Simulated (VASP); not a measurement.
# BaS (Fm-3m) in VASP: a series of runs

The runs below take BaS through single point, relaxation of cell and atoms, with PBEsol.

Program: VASP 6.6.1. These are calculated values, not measurements. Logs are shortened: lines on timing, memory, paths and dates and some standing lists are left out, and cuts for length are marked.

### Step 1. The cell of the first run

The structure is cubic, space group Fm-3m (No. 225). Conventional cell: a = 6.332 Å, b = 6.332 Å, c = 6.332 Å, α = 90.00°, β = 90.00°, γ = 90.00°. Ba (site symmetry m-3m) has 6 S at 3.17 Å within 4.2 Å. S (site symmetry m-3m) has 6 Ba at 3.17 Å within 4.2 Å.

### Step 2. Single point, PBEsol

Input file INCAR:

```
SYSTEM = BaS
PREC = Accurate
ENCUT = 520
EDIFF = 1E-7
ISMEAR = 0
SIGMA = 0.01
LREAL = .FALSE.
LASPH = .TRUE.
NELM = 80
ALGO = Normal
ISIF = 2
LWAVE = .FALSE.
LCHARG = .TRUE.
GGA = PS
LELF = .TRUE.
LVHAR = .TRUE.
NBANDS = 15
```

Input file KPOINTS:

```
Automatic mesh
0
G
  8 8 8
  0 0 0
```

Input file POSCAR:

```
BaS
1.0
    0.0000000000      3.1657615952      3.1657615952
    3.1657615952      0.0000000000      3.1657615952
    3.1657615952      3.1657615952      0.0000000000
Ba S
1 1
Direct
    0.0000000000      0.0000000000      0.0000000000
    0.5000000000      0.5000000000      0.5000000000
```

Potentials or basis: VASP PAW PBE potentials, release 64 (Ba_sv, S).

Command:

```console
cat potpaw_PBE.64/Ba_sv/POTCAR potpaw_PBE.64/S/POTCAR > POTCAR
mpirun -np 1 vasp_std > vasp.out
```

OUTCAR:

```text
SYSTEM = BaS
   PREC = Accurate
   ENCUT = 520
   EDIFF = 1E-7
   ISMEAR = 0
   LREAL = .FALSE.
   LASPH = .TRUE.
   NELM = 80
   ISIF = 2
   GGA = PS

 ion  position               nearest neighbor table
   1  0.000  0.000  0.000-   2 3.17   2 3.17   2 3.17   2 3.17   2 3.17   2 3.17
   2  0.500  0.500  0.500-   1 3.17   1 3.17   1 3.17   1 3.17   1 3.17   1 3.17

  LATTYP: Found a face centered cubic cell.
 ALAT       =     6.3315231904

  Lattice vectors:

 A1 = (   0.0000000000,   3.1657615952,   3.1657615952)
 A2 = (   3.1657615952,   0.0000000000,   3.1657615952)
 A3 = (   3.1657615952,   3.1657615952,   0.0000000000)

Analysis of symmetry for initial positions (statically):
=====================================================================
 Subroutine PRICEL returns:
 Original cell was already a primitive cell.

 Routine SETGRP: Setting up the symmetry group for a
 face centered cubic supercell.

 Subroutine GETGRP returns: Found 48 space group operations
 (whereof 48 operations were pure point group operations)
 out of a pool of 48 trial point group operations.

The static configuration has the point symmetry O_h .

Analysis of symmetry for dynamics (positions and initial velocities):
=====================================================================
 Subroutine PRICEL returns:
 Original cell was already a primitive cell.

 Routine SETGRP: Setting up the symmetry group for a
 face centered cubic supercell.

 Subroutine GETGRP returns: Found 48 space group operations
 (whereof 48 operations were pure point group operations)
 out of a pool of 48 trial point group operations.

The dynamic configuration has the point symmetry O_h .

 Subroutine INISYM returns: Found 48 space group operations
 (whereof 48 operations are pure point group operations),
 and found     1 'primitive' translations

----------------------------------------------------------------------------------------

                                     Primitive cell

  volume of cell :      63.4548

  direct lattice vectors                    reciprocal lattice vectors
     0.000000000  3.165761595  3.165761595    -0.157939878  0.157939878  0.157939878
     3.165761595  0.000000000  3.165761595     0.157939878 -0.157939878  0.157939878
     3.165761595  3.165761595  0.000000000     0.157939878  0.157939878 -0.157939878

  length of vectors
     4.477062983  4.477062983  4.477062983     0.273559893  0.273559893  0.273559893

  position of ions in fractional coordinates (direct lattice)
     0.000000000  0.000000000  0.000000000
     0.500000000  0.500000000  0.500000000

  ion indices of the primitive-cell ions
   primitive index   ion index
                 1           1
                 2           2

----------------------------------------------------------------------------------------

 KPOINTS: Automatic mesh

Automatic generation of k-mesh.
 Grid dimensions read from file:
 generate k-points for:    8    8    8

 Generating k-lattice:

  Cartesian coordinates                     Fractional coordinates (reciprocal lattice)
    -0.019742485  0.019742485  0.019742485     0.125000000  0.000000000  0.000000000
     0.019742485 -0.019742485  0.019742485     0.000000000  0.125000000  0.000000000
     0.019742485  0.019742485 -0.019742485     0.000000000  0.000000000  0.125000000

  Length of vectors
     0.034194987  0.034194987  0.034194987

  Shift w.r.t. Gamma in fractional coordinates (k-lattice)
     0.000000000  0.000000000  0.000000000

 Subroutine IBZKPT returns following result:
 ===========================================

 Found     29 irreducible k-points:

 Following reciprocal coordinates:
            Coordinates               Weight
  0.000000  0.000000  0.000000      1.000000
  0.125000  0.000000  0.000000      8.000000
  0.250000  0.000000  0.000000      8.000000
  0.375000  0.000000  0.000000      8.000000
  0.500000  0.000000  0.000000      4.000000
  0.125000  0.125000  0.000000      6.000000
[... 16 lines left out ...]
  0.500000  0.250000  0.125000     48.000000
 -0.375000  0.250000  0.125000     24.000000
 [... further k-points ...]
   k-points           NKPTS =     29   k-points in BZ     NKDIM =     29   number of bands    NBANDS=     15
   number of dos      NEDOS =    301   number of ions     NIONS =      2
   total plane-waves  NPLWV =  46656
   dimension x,y,z NGX =    36 NGY =   36 NGZ =   36
   dimension x,y,z NGXF=    72 NGYF=   72 NGZF=   72
   ions per type =               1   1
   NGX,Y,Z   is equivalent  to a cutoff of  13.37, 13.37, 13.37 a.u.
   NGXF,Y,Z  is equivalent  to a cutoff of  26.74, 26.74, 26.74 a.u.
 SYSTEM =  BaS
   PREC   = accura    normal or accurate (medium, high low for compatibility)
   ISTART =      0    job   : 0-new  1-cont  2-samecut
   ICHARG =      2    charge: 1-file 2-atom 10-const
   ISPIN  =      1    spin polarized calculation?
   LNONCOLLINEAR =      F non collinear calculations
   LSORBIT =      F    spin-orbit coupling
   LASPH  =      T    aspherical Exc in radial PAW
   ENCUT  =  520.0 eV  38.22 Ry    6.18 a.u.   8.32  8.32  8.32*2*pi/ulx,y,z
   NELM   =     80;   NELMIN=  2; NELMDL= -5     # of ELM steps
   EDIFF  = 0.1E-06   stopping-criterion for ELM
   LREAL  =      F    real-space projection
   EDIFFG = 0.1E-05   stopping-criterion for IOM
   NSW    =      0    number of steps for IOM
   IBRION =     -1    ionic relax: 0-MD 1-quasi-New 2-CG
   NFREE  =      0    steps in history (QN), initial steepest desc. (CG)
   ISIF   =      2    stress and relaxation
   ISYM   =      2    0-nonsym 1-usesym 2-fastsym
   POTIM  = 0.5000    time-step for ionic-motion
   TEBEG  =    0.0;   TEEND  =   0.0 temperature during run
   PSTRESS=    0.0 pullay stress
   NELECT =      16.0000    total number of electrons
   NUPDOWN=      -1.0000    fix difference up-down
   EMIN   =  10.00;   EMAX   =-10.00  energy-range for DOS
   EFERMI =   0.00;   METHOD = LEGACY
   ISMEAR =     0;   SIGMA  =   0.01  broadening in eV -4-tet -1-fermi 0-gaus
   EFERMI_NEDOS =   21; number of points for ismear=-14 and -15
   IALGO  =     38    algorithm
   IMIX   =      4    mixing-type and parameters
     AMIX     =   0.40;   BMIX     =  1.00
     AMIX_MAG =   1.60;   BMIX_MAG =  1.00
  volume/ion in A,a.u.               =      31.73       214.11
  Fermi-wavevector in a.u.,A,eV,Ry     =   1.034253  1.954454 14.553859  1.069678
  Thomas-Fermi vector in A             =   2.168539
   LORBIT       =      0    0 simple, 1 ext, 2 COOP (PROOUT), +10 PAW based schemes
   GGA     = PS    functional components
   LHFCALC =     F    Hartree Fock is set to
   AEXX    =    0.0000 exact exchange contribution
   IVDW    =     0    specifies the selected vdW correction
   LEPSILON=     F    determine dielectric tensor
   LRPA    =     F    only Hartree local field effects (RPA)
 non-spin polarized calculation
 Gauss-broadening in eV      SIGMA  =   0.01
  energy-cutoff  :      520.00
  volume of cell :       63.45
 maximum number of plane-waves:      1727
 NGX is ok and might be reduce to    36
   NGX = 17   NGY = 17   NGZ = 17

 number of electron      15.9999999 magnetization

 Free energy of the ion-electron system (eV)
  ---------------------------------------------------
  ext. energy  EPLUGINS =         0.00000000
  ---------------------------------------------------
  free energy    TOTEN  =       -10.71721904 eV

  energy without entropy =      -10.71721904  energy(sigma->0) =      -10.71721904

 E-fermi :   1.6189     XC(G=0):  -8.9338

 val. band max:        1.4817201680   @ k =   0.0000   0.0000   0.0000
 cond. band min:       3.4144953900   @ k =   0.5000   0.5000   0.0000
 fundamental gap:      1.9327752219
 Fermi energy:         1.6188660995

 k-point     1 :       0.0000    0.0000    0.0000
  band No.  band energies     occupation
      1     -24.4731      2.00000
      2      -9.5122      2.00000
      3      -9.5122      2.00000
      4      -9.5122      2.00000
      5      -8.9127      2.00000
      6       1.4817      2.00000
      7       1.4817      2.00000
      8       1.4817      2.00000
      9       5.0184      0.00000
     10       5.2653      0.00000
     11       5.2653      0.00000
     12       5.2653      0.00000
     13       6.2477      0.00000
     14       6.2477      0.00000
     15      10.0367      0.00000

 k-point     2 :       0.1250    0.0000    0.0000
  band No.  band energies     occupation
      1     -24.4655      2.00000
      2      -9.8871      2.00000
      3      -9.5185      2.00000
      4      -9.5185      2.00000
      5      -8.5243      2.00000
      6       1.0420      2.00000
      7       1.2540      2.00000
      8       1.2540      2.00000
      9       5.2581      0.00000
     10       5.5088      0.00000
     11       5.5088      0.00000
     12       5.6520      0.00000
     13       6.7283      0.00000
     14       6.7283      0.00000
     15      10.6944      0.00000

 k-point     3 :       0.2500    0.0000    0.0000
  band No.  band energies     occupation
      1     -24.4470      2.00000
      2     -10.3627      2.00000
      3      -9.5337      2.00000
      4      -9.5337      2.00000
      5      -8.0137      2.00000
      6       0.2583      2.00000
      7       0.8089      2.00000
      8       0.8089      2.00000
      9       5.4926      0.00000
     10       6.1897      0.00000
     11       6.1897      0.00000
     12       6.8727      0.00000
     13       7.9245      0.00000
     14       7.9245      0.00000
     15      12.0743      0.00000
[... 343 lines left out ...]
 k-point    23 :       0.5000    0.2500    0.1250
  band No.  band energies     occupation
      1     -24.4189      2.00000
      2     -10.5225      2.00000
      3      -9.7226      2.00000
      4      -9.6040      2.00000
      5      -7.8925      2.00000
      6      -0.0568      2.00000
      7       0.5100      2.00000
      8       0.9179      2.00000
      9       5.2610      0.00000
     10       7.0802      0.00000
     11       7.6580      0.00000
     12       7.8465      0.00000
     13       9.0280      0.00000
     14      10.3297      0.00000
     15      11.0031      0.00000

 k-point    24 :      -0.3750    0.2500    0.1250
  band No.  band energies     occupation
      1     -24.4128      2.00000
      2     -10.5762      2.00000
      3      -9.7336      2.00000
      4      -9.6316      2.00000
      5      -7.8495      2.00000
      6      -0.0873      2.00000
      7       0.5702      2.00000
      8       0.6604      2.00000
      9       6.1025      0.00000
     10       6.3085      0.00000
     11       8.2051      0.00000
     12       8.4494      0.00000
     13       9.4244      0.00000
     14      10.3386      0.00000
     15      11.0545      0.00000

 [... further k-points ...]
[... 5 lines left out ...]
  --------------------------------------------------------------------------------------
  -------------------------------------------------------------------------------------
  Total        0.2739753      0.2739753      0.2739753     -0.0000000     -0.0000000      0.0000000
  in kB        6.9176314      6.9176314      6.9176314     -0.0000000     -0.0000000      0.0000000
  external PRESSURE =       6.9176314 kB  Pullay stress =       0.0000000 kB

 VOLUME and BASIS-vectors are now :
 -----------------------------------------------------------------------------
  energy-cutoff  :      520.00
  volume of cell :       63.45
      direct lattice vectors                 reciprocal lattice vectors
     0.000000000  3.165761595  3.165761595    -0.157939878  0.157939878  0.157939878
     3.165761595  0.000000000  3.165761595     0.157939878 -0.157939878  0.157939878
     3.165761595  3.165761595  0.000000000     0.157939878  0.157939878 -0.157939878

 POSITION                                       TOTAL-FORCE (eV/Angst)
 -----------------------------------------------------------------------------------
      0.00000      0.00000      0.00000         0.000000      0.000000      0.000000
      3.16576      3.16576      3.16576         0.000000     -0.000000     -0.000000
 -----------------------------------------------------------------------------------
    total drift:                                0.000000      0.000000      0.000000

  FREE ENERGIE OF THE ION-ELECTRON SYSTEM (eV)
  ---------------------------------------------------
  free  energy   TOTEN  =       -10.7172190385 eV

  energy  without entropy=      -10.7172190385  energy(sigma->0) =      -10.71721904
```

Run time: 35 s. Hardware: 1 thread of Intel Xeon Platinum 8488C (Sapphire Rapids), shared host; peak memory 0.21 GiB.

What came out:

| Property | Result |
| --- | --- |
| Free energy | -10.7172 eV |
| Pressure | 0.7 GPa |
| Band gap on the k mesh | 1.93 eV, indirect (least direct gap 2.06 eV) |

Levels at points of the mesh, in eV from the valence-band top:
| k point | band 6 | band 7 | band 8 | band 9 | band 10 | band 11 |
| --- | --- | --- | --- | --- | --- | --- |
| (0.00, 0.00, 0.00) | 0.00 | 0.00 | 0.00 | 3.54 | 3.78 | 3.78 |
| (0.50, 0.00, 0.00) | -2.05 | -1.16 | -1.16 | 5.56 | 5.60 | 6.36 |
| (0.50, 0.50, 0.00) | -0.51 | -0.12 | -0.12 | 1.93 | 5.97 | 6.08 |

Caveat: the PAW data sets were made with another functional, which shifts forces and pressure a little; spin-orbit coupling is left out, which moves the levels of the heavy elements.

### Step 3. Relaxation of cell and atoms, PBEsol

Input file INCAR:

```
SYSTEM = BaS
PREC = Accurate
ENCUT = 600
EDIFF = 1E-6
ISMEAR = 0
SIGMA = 0.01
LREAL = .FALSE.
LASPH = .TRUE.
NELM = 80
ALGO = Normal
ISIF = 3
LWAVE = .FALSE.
LCHARG = .FALSE.
GGA = PS
IBRION = 2
NSW = 80
EDIFFG = -0.001
```

Input file KPOINTS:

```
regular mesh
0
G
  8 8 8
  0 0 0
```

Input file POSCAR:

```
BaS
1.0
    0.0000000000      3.1663007737      3.1663007737
    3.1663007737      0.0000000000      3.1663007737
    3.1663007737      3.1663007737      0.0000000000
Ba S
1 1
Direct
    0.0000000000      0.0000000000      0.0000000000
    0.5000000000      0.5000000000      0.5000000000
```

Potentials or basis: VASP PAW PBE potentials, release 64 (Ba_sv, S).

Command:

```console
cat potpaw_PBE.64/Ba_sv/POTCAR potpaw_PBE.64/S/POTCAR > POTCAR
mpirun -np 1 vasp_std > vasp.out
```

It took 62 s on 1 thread of Intel Xeon Platinum 8488C (Sapphire Rapids), shared host; peak memory 0.22 GiB.

Results (log left out):

- Free energy: -10.7194 eV
- Relaxed volume: 32.20 Å³/atom
- Relaxed cell: a = 4.499 Å, b = 4.499 Å, c = 4.499 Å, α = 60.00°, β = 60.00°, γ = 60.00°
- Space group after relaxing (to 0.05 Å): Fm-3m (No. 225)
- Energy gained by relaxing: 0.9 meV/atom
- Ionic steps: 3
- Pressure after relaxing: 0.0 GPa
- Band gap on the k mesh: 1.96 eV, indirect (least direct gap 2.09 eV)

Step by step:
```csv
step,energy change (eV),largest force (eV/Å),pressure (GPa),volume (Å³)
1,0.0000,0.0000,0.68,63.49
2,-0.0017,0.0000,-0.23,64.73
3,-0.0019,0.0000,0.00,64.40
```

Final structure:
```
Ba S
1.0
     0.00000    3.18138    3.18138
     3.18138    0.00000    3.18138
     3.18138    3.18138    0.00000
Ba S
1 1
Direct
  0.00000 0.00000 0.00000
  0.50000 0.50000 0.50000
```

Levels at points of the mesh, in eV from the valence-band top:
| k point | band 6 | band 7 | band 8 | band 9 | band 10 | band 11 |
| --- | --- | --- | --- | --- | --- | --- |
| (0.00, 0.00, 0.00) | 0.00 | 0.00 | 0.00 | 3.46 | 3.78 | 3.78 |
| (0.50, 0.00, 0.00) | -2.02 | -1.13 | -1.13 | 5.51 | 5.56 | 6.31 |
| (0.50, 0.50, 0.00) | -0.53 | -0.13 | -0.13 | 1.96 | 5.93 | 5.99 |

Caveat: the PAW data sets were made with another functional, which shifts forces and pressure a little; spin-orbit coupling is left out, which moves the levels of the heavy elements.
